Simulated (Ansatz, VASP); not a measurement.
ZnBi3 in VASP and in Ansatz

Contents of INCAR:

```
SYSTEM = ZnBi3
PREC = Accurate
ENCUT = 520
EDIFF = 1E-7
ISMEAR = 0
SIGMA = 0.1
LREAL = .FALSE.
LASPH = .TRUE.
NELM = 100
ALGO = Normal
ISIF = 2
LWAVE = .FALSE.
LCHARG = .FALSE.
GGA = PS
NBANDS = 36
```

Contents of KPOINTS:

```
regular mesh
0
G
  8 8 8
  0 0 0
```

POSCAR

```
ZnBi3
1.0
    4.8731640000      0.0000000000      0.0000000000
    0.0000000000      4.8731640000      0.0000000000
    0.0000000000      0.0000000000      4.8731640000
Zn Bi
1 3
Direct
    0.0000000000      0.0000000000      0.0000000000
    0.0000000000      0.5000000000      0.5000000000
    0.5000000000      0.0000000000      0.5000000000
    0.4990150137      0.5134758444     -0.0441499609
```

Input for Ansatz:

```yaml
crystal:
  lattice:
    - [4.873164, 0.0, 0.0]
    - [0.0, 4.873164, 0.0]
    - [0.0, 0.0, 4.873164]
  atoms:
    - { symbol: Zn, position: [0.0, 0.0, 0.0] }
    - { symbol: Bi, position: [0.0, 0.5, 0.5] }
    - { symbol: Bi, position: [0.5, 0.0, 0.5] }
    - { symbol: Bi, position: [0.4990150137, 0.5134758444, -0.0441499609] }
basis:
  ecutwfc: 420
kpoints:
  mp_grid: { grid: [8, 8, 8] }
hamiltonian:
  xc: pbesol
scf:
  occupations: { method: gaussian, width: 0.1 }
output:
  forces: true
  stress: true
  eigenvalues: true
  populations: true
  write_density: true
  write_potential: true
  elf: true
  volumetric_format: npy
```

Change from the starting cell: one atom moved.

Alike in both runs: task single point; functional PBEsol; k mesh 8 × 8 × 8; occupations gaussian, width 0.1 eV; no spin polarisation.

|  | VASP | Ansatz |
| --- | --- | --- |
| version | VASP 6.6.1 | Ansatz 0.2.0 |
| potentials or method | VASP PAW PBE potentials, release 64 (Zn, Bi_d), cutoff 520 eV | scalar-relativistic, plane waves, PAW |
| valence electrons in the cell | 57 | 57 |

VASP gave:

```
gap on the k mesh at the Fermi level (eV)                     : none
pressure (GPa)                                                : -2.1
traceless stress, the component that is largest in VASP (GPa) : -0.12
rms of the force components (eV/Å)                            : 0.138
```

Question: Which values does Ansatz return?

Answer: gap on the k mesh at the Fermi level (eV): none; pressure (GPa): -2.1; traceless stress, the component that is largest in VASP (GPa): -0.11; rms of the force components (eV/Å): 0.137.

VASP's potentials were made for PBE, not for PBEsol. Atom by atom the forces differ by 0.001 eV/Å (rms over components). A gap of «none» marks a metal or a gap that the smearing closes.

Neither program's run includes spin-orbit coupling.
